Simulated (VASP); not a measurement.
# BN (Cmcm) in VASP: further runs, part 2 of 2

VASP 6.6.1.

### 4 Single point, LDA (normal strain along x -0.1100, normal strain along z +0.0367)

The input, INCAR:

```
SYSTEM = BN
  PREC = Accurate
  ENCUT = 520
  EDIFF = 1E-6
  ISMEAR = 0
  SIGMA = 0.05
  LREAL = .False.
  LASPH = .True.
  NELM = 100
  ALGO = Normal
  ISIF = 2
  LWAVE = .False.
  LCHARG = .False.
  NBANDS = 16
```

The input, KPOINTS:

```
Automatic mesh
0
Gamma
  12 12 4
  0 0 0
```

The input, POSCAR:

```
BN
1.0
    2.2146330265      0.0000000000      0.0000000000
   -1.1073165133      2.1549757989      0.0000000000
    0.0000000000      0.0000000000      6.7336479570
B N
2 2
Direct
    0.3210391686      0.6420783373      0.2500000000
    0.6789608314      0.3579216627      0.7500000000
    0.3567251893      0.7134503786      0.7500000000
    0.6432748107      0.2865496214      0.2500000000
```

Potentials or basis: VASP PAW LDA potentials, release 64 (B, N).

Started as:

```
$ cat potpaw_LDA.64/B/POTCAR potpaw_LDA.64/N/POTCAR > POTCAR
$ mpirun -np 1 vasp_std > vasp.out
```

OUTCAR:

```text
SYSTEM = BN
   PREC = Accurate
   ENCUT = 520
   EDIFF = 1E-6
   ISMEAR = 0
   LREAL = .False.
   LASPH = .True.
   NELM = 100
   ISIF = 2

 ion  position               nearest neighbor table
   1  0.321  0.642  0.250-   4 1.35   4 1.35   4 1.39
   2  0.679  0.358  0.750-   3 1.35   3 1.35   3 1.39
   3  0.357  0.713  0.750-   2 1.35   2 1.35   2 1.39
   4  0.643  0.287  0.250-   1 1.35   1 1.35   1 1.39

  LATTYP: Found a base centered orthorhombic cell.
 ALAT       =     2.2146330265
 B/A-ratio  =     1.9461245029
 C/A-ratio  =     3.0405253947

  Lattice vectors:

 A1 = (   1.1073165133,  -2.1549757989,   0.0000000000)
 A2 = (   1.1073165132,   2.1549757989,   0.0000000000)
 A3 = (   0.0000000000,   0.0000000000,   6.7336479570)

Analysis of symmetry for initial positions (statically):
=====================================================================
 Subroutine PRICEL returns:
 Original cell was already a primitive cell.

 Routine SETGRP: Setting up the symmetry group for a
 base centered orthorhombic supercell.

 Subroutine GETGRP returns: Found  8 space group operations
 (whereof  4 operations were pure point group operations)
 out of a pool of  8 trial point group operations.

The static configuration has the point symmetry C_2h.
 The point group associated with its full space group is D_2h.

Analysis of symmetry for dynamics (positions and initial velocities):
=====================================================================
 Subroutine PRICEL returns:
 Original cell was already a primitive cell.

 Routine SETGRP: Setting up the symmetry group for a
 base centered orthorhombic supercell.

 Subroutine GETGRP returns: Found  8 space group operations
 (whereof  4 operations were pure point group operations)
 out of a pool of  8 trial point group operations.

The dynamic configuration has the point symmetry C_2h.
 The point group associated with its full space group is D_2h.

 Subroutine INISYM returns: Found  8 space group operations
 (whereof  4 operations are pure point group operations),
 and found     1 'primitive' translations

----------------------------------------------------------------------------------------

                                     Primitive cell

  volume of cell :      32.1362

  direct lattice vectors                    reciprocal lattice vectors
     2.214633027  0.000000000  0.000000000     0.451542079  0.232021167  0.000000000
    -1.107316513  2.154975799  0.000000000     0.000000000  0.464042334  0.000000000
     0.000000000  0.000000000  6.733647957     0.000000000  0.000000000  0.148507912

  length of vectors
     2.214633027  2.422822848  6.733647957     0.507665314  0.464042334  0.148507912

  position of ions in fractional coordinates (direct lattice)
     0.321039169  0.642078337  0.250000000
     0.678960831  0.357921663  0.750000000
     0.356725189  0.713450379  0.750000000
     0.643274811  0.286549621  0.250000000

  ion indices of the primitive-cell ions
   primitive index   ion index
                 1           1
                 2           2
                 3           3
                 4           4

----------------------------------------------------------------------------------------

 KPOINTS: Automatic mesh

Automatic generation of k-mesh.
 Grid dimensions read from file:
 generate k-points for:   12   12    4

 Generating k-lattice:

  Cartesian coordinates                     Fractional coordinates (reciprocal lattice)
     0.037628507  0.019335097  0.000000000     0.083333333  0.000000000  0.000000000
     0.000000000  0.038670195  0.000000000     0.000000000  0.083333333  0.000000000
     0.000000000  0.000000000  0.037126978     0.000000000  0.000000000  0.250000000

  Length of vectors
     0.042305443  0.038670195  0.037126978

  Shift w.r.t. Gamma in fractional coordinates (k-lattice)
     0.000000000  0.000000000  0.000000000

 Subroutine IBZKPT returns following result:
 ===========================================

 Found    129 irreducible k-points:

 Following reciprocal coordinates:
            Coordinates               Weight
  0.000000  0.000000  0.000000      1.000000
  0.083333  0.000000  0.000000      4.000000
  0.166667  0.000000  0.000000      4.000000
  0.250000  0.000000  0.000000      4.000000
  0.333333  0.000000  0.000000      4.000000
  0.416667  0.000000  0.000000      4.000000
[... 16 lines left out ...]
  0.333333  0.166667  0.000000      4.000000
  0.416667  0.166667  0.000000      4.000000
 [... further k-points ...]
   k-points           NKPTS =    129   k-points in BZ     NKDIM =    129   number of bands    NBANDS=     16
   number of dos      NEDOS =    301   number of ions     NIONS =      4
   total plane-waves  NPLWV =  14400
   dimension x,y,z NGX =    16 NGY =   18 NGZ =   50
   dimension x,y,z NGXF=    32 NGYF=   36 NGZF=  100
   ions per type =               2   2
   NGX,Y,Z   is equivalent  to a cutoff of  12.01, 12.35, 12.34 a.u.
   NGXF,Y,Z  is equivalent  to a cutoff of  24.02, 24.70, 24.69 a.u.
 SYSTEM =  BN
   PREC   = accura    normal or accurate (medium, high low for compatibility)
   ISTART =      0    job   : 0-new  1-cont  2-samecut
   ICHARG =      2    charge: 1-file 2-atom 10-const
   ISPIN  =      1    spin polarized calculation?
   LNONCOLLINEAR =      F non collinear calculations
   LSORBIT =      F    spin-orbit coupling
   LASPH  =      T    aspherical Exc in radial PAW
   ENCUT  =  520.0 eV  38.22 Ry    6.18 a.u.   4.12  4.50 12.52*2*pi/ulx,y,z
   NELM   =    100;   NELMIN=  2; NELMDL= -5     # of ELM steps
   EDIFF  = 0.1E-05   stopping-criterion for ELM
   LREAL  =      F    real-space projection
   EDIFFG = 0.1E-04   stopping-criterion for IOM
   NSW    =      0    number of steps for IOM
   IBRION =     -1    ionic relax: 0-MD 1-quasi-New 2-CG
   NFREE  =      0    steps in history (QN), initial steepest desc. (CG)
   ISIF   =      2    stress and relaxation
   ISYM   =      2    0-nonsym 1-usesym 2-fastsym
   POTIM  = 0.5000    time-step for ionic-motion
   TEBEG  =    0.0;   TEEND  =   0.0 temperature during run
   PSTRESS=    0.0 pullay stress
   NELECT =      16.0000    total number of electrons
   NUPDOWN=      -1.0000    fix difference up-down
   EMIN   =  10.00;   EMAX   =-10.00  energy-range for DOS
   EFERMI =   0.00;   METHOD = LEGACY
   ISMEAR =     0;   SIGMA  =   0.05  broadening in eV -4-tet -1-fermi 0-gaus
   EFERMI_NEDOS =   21; number of points for ismear=-14 and -15
   IALGO  =     38    algorithm
   IMIX   =      4    mixing-type and parameters
     AMIX     =   0.40;   BMIX     =  1.00
     AMIX_MAG =   1.60;   BMIX_MAG =  1.00
  volume/ion in A,a.u.               =       8.03        54.22
  Fermi-wavevector in a.u.,A,eV,Ry     =   1.297528  2.451972 22.906471  1.683578
  Thomas-Fermi vector in A             =   2.428914
   LORBIT       =      0    0 simple, 1 ext, 2 COOP (PROOUT), +10 PAW based schemes
   GGA     = CA    functional components
   LHFCALC =     F    Hartree Fock is set to
   AEXX    =    0.0000 exact exchange contribution
   IVDW    =     0    specifies the selected vdW correction
   LEPSILON=     F    determine dielectric tensor
   LRPA    =     F    only Hartree local field effects (RPA)
 non-spin polarized calculation
 Gauss-broadening in eV      SIGMA  =   0.05
  energy-cutoff  :      520.00
  volume of cell :       32.14
 maximum number of plane-waves:       880
   NGX =  9   NGY =  9   NGZ = 25

 number of electron      16.0000001 magnetization

 Free energy of the ion-electron system (eV)
  ---------------------------------------------------
  ext. energy  EPLUGINS =         0.00000000
  ---------------------------------------------------
  free energy    TOTEN  =       -37.08503191 eV

  energy without entropy =      -37.08503191  energy(sigma->0) =      -37.08503191

 E-fermi :   3.4531     XC(G=0): -10.8431

 val. band max:        3.1888755422   @ k =   0.0000   0.0000   0.0000
 cond. band min:       6.6776230439   @ k =   0.0000   0.5000   0.0000
 fundamental gap:      3.4887475018
 Fermi energy:         3.4531288391

 k-point     1 :       0.0000    0.0000    0.0000
  band No.  band energies     occupation
      1     -15.8404      2.00000
      2     -15.5759      2.00000
      3      -4.3632      2.00000
      4      -2.4238      2.00000
      5       0.7118      2.00000
      6       0.7451      2.00000
[... 433 lines left out ...]
      3      -6.2632      2.00000
      4      -6.1990      2.00000
      5      -3.3231      2.00000
      6      -3.2846      2.00000
[... 8 lines left out ...]
     15      18.4009      0.00000
     16      20.5153      0.00000

 [... further k-points ...]
[... 5 lines left out ...]
  --------------------------------------------------------------------------------------
  -------------------------------------------------------------------------------------
  Total       26.1511433      7.0546331     -0.2166691     -0.0000000      0.0000000      0.0000000
  in kB     1303.7871212    351.7146309    -10.8022200     -0.0000000      0.0000000      0.0000000
  external PRESSURE =     548.2331774 kB  Pullay stress =       0.0000000 kB

 VOLUME and BASIS-vectors are now :
 -----------------------------------------------------------------------------
  energy-cutoff  :      520.00
  volume of cell :       32.14
      direct lattice vectors                 reciprocal lattice vectors
     2.214633027  0.000000000  0.000000000     0.451542079  0.232021167  0.000000000
    -1.107316513  2.154975799  0.000000000     0.000000000  0.464042334  0.000000000
     0.000000000  0.000000000  6.733647957     0.000000000  0.000000000  0.148507912

 POSITION                                       TOTAL-FORCE (eV/Angst)
 -----------------------------------------------------------------------------------
     -0.00000      1.38366      1.68341        -0.000000      0.011241      0.000000
      1.10732      0.77131      5.05024         0.000000     -0.011241     -0.000000
     -0.00000      1.53747      5.05024        -0.000000      0.011205     -0.000000
      1.10732      0.61751      1.68341         0.000000     -0.011205     -0.000000
 -----------------------------------------------------------------------------------
    total drift:                               -0.000000      0.000000     -0.000000

  FREE ENERGIE OF THE ION-ELECTRON SYSTEM (eV)
  ---------------------------------------------------
  free  energy   TOTEN  =       -37.0850319134 eV

  energy  without entropy=      -37.0850319134  energy(sigma->0) =      -37.08503191
```

OSZICAR:

```text
N       E                     dE             d eps       ncg     rms          rms(c)
DAV:   1     0.509396806861E+02    0.50940E+02   -0.83137E+03  4136   0.939E+02
DAV:   2    -0.400446356008E+02   -0.90984E+02   -0.82966E+02  5776   0.225E+02
DAV:   3    -0.428928310714E+02   -0.28482E+01   -0.28378E+01  5328   0.387E+01
DAV:   4    -0.429071523694E+02   -0.14321E-01   -0.14320E-01  5176   0.315E+00
DAV:   5    -0.429072796008E+02   -0.12723E-03   -0.12723E-03  5320   0.271E-01    0.130E+01
DAV:   6    -0.379135326499E+02    0.49937E+01   -0.68872E+00  4872   0.202E+01    0.581E+00
DAV:   7    -0.372351589398E+02    0.67837E+00   -0.90600E-01  5520   0.680E+00    0.336E+00
DAV:   8    -0.370889367324E+02    0.14622E+00   -0.31313E-01  5296   0.401E+00    0.472E-01
DAV:   9    -0.370850429628E+02    0.38938E-02   -0.17997E-02  4528   0.106E+00    0.232E-01
DAV:  10    -0.370850119151E+02    0.31048E-04   -0.79246E-04  5352   0.228E-01    0.336E-02
DAV:  11    -0.370850294482E+02   -0.17533E-04   -0.43755E-05  4776   0.506E-02    0.252E-02
DAV:  12    -0.370850319578E+02   -0.25095E-05   -0.10014E-05  4864   0.243E-02    0.355E-03
DAV:  13    -0.370850319134E+02    0.44343E-07   -0.65708E-07  2920   0.678E-03
   1 F= -.37085032E+02 E0= -.37085032E+02  d E =-.958613E-16
```

It took 24 s on 1 thread of AMD EPYC 9R45 (Zen 5), shared host; peak memory 0.13 GiB.

Results:

```yaml
Free_energy: -37.0850 eV
Pressure: 54.8 GPa
Largest_force: 0.011 eV/Å
Band_gap_on_the_k_mesh: 3.49 eV, indirect (least direct gap 4.32 eV)
```

Forces on the atoms (eV/Å):
```
B    0.000  0.011  0.000
B    0.000 -0.011  0.000
N    0.000  0.011  0.000
N    0.000 -0.011  0.000
```

Levels at points of the mesh, in eV from the valence-band top:
| k point | band 4 | band 5 | band 6 | band 7 | band 8 | band 9 | band 10 | band 11 | band 12 | band 13 |
| --- | --- | --- | --- | --- | --- | --- | --- | --- | --- | --- |
| (0.00, 0.00, 0.00) | -5.61 | -2.48 | -2.44 | -0.02 | 0.00 | 4.32 | 9.86 | 11.18 | 11.80 | 13.70 |
| (0.50, 0.00, 0.00) | -9.60 | -5.40 | -5.35 | -1.47 | -0.54 | 4.48 | 5.98 | 10.10 | 10.54 | 13.03 |
| (0.00, 0.50, 0.00) | -10.28 | -2.75 | -2.72 | -2.42 | -1.61 | 3.49 | 4.67 | 10.90 | 11.87 | 14.84 |
| (0.00, 0.00, 0.50) | -6.69 | -2.46 | -2.46 | -0.01 | -0.01 | 6.75 | 6.75 | 11.62 | 11.62 | 13.73 |
| (0.50, 0.00, 0.50) | -9.62 | -5.37 | -5.37 | -1.00 | -1.00 | 5.06 | 5.06 | 10.46 | 10.46 | 13.96 |
| (0.00, 0.50, 0.50) | -10.29 | -2.73 | -2.73 | -1.98 | -1.98 | 3.83 | 3.83 | 12.73 | 12.73 | 14.43 |

Caveat: the cell differs from its parent crystal (normal strain along x -0.1100, normal strain along z +0.0367).

### 5 Summary

| cell | gap on the mesh (eV) | pressure (GPa) | largest force (eV/Å) |
| --- | --- | --- | --- |
| a = 2.762, b = 2.560, c = 6.019 Å, angles 90.0, 90.0, 122.7°, 4 atoms | 3.32 | -31.0 | 0.02 |
| a = 2.215, b = 2.423, c = 6.495 Å, angles 90.0, 90.0, 117.2°, 4 atoms | 3.45 | 57.2 | 0.01 |
| a = 2.215, b = 2.423, c = 6.734 Å, angles 90.0, 90.0, 117.2°, 4 atoms | 3.49 | 54.8 | 0.01 |

Alike in all rows: task single point; level LDA; potentials or basis VASP PAW LDA potentials, release 64 (B, N); no spin polarisation; k mesh 12 × 12 × 4; cutoff (eV) 520; smearing gaussian 0.05 eV.

Total energies depend on the potentials used, so only differences within one code and one set of settings carry meaning.
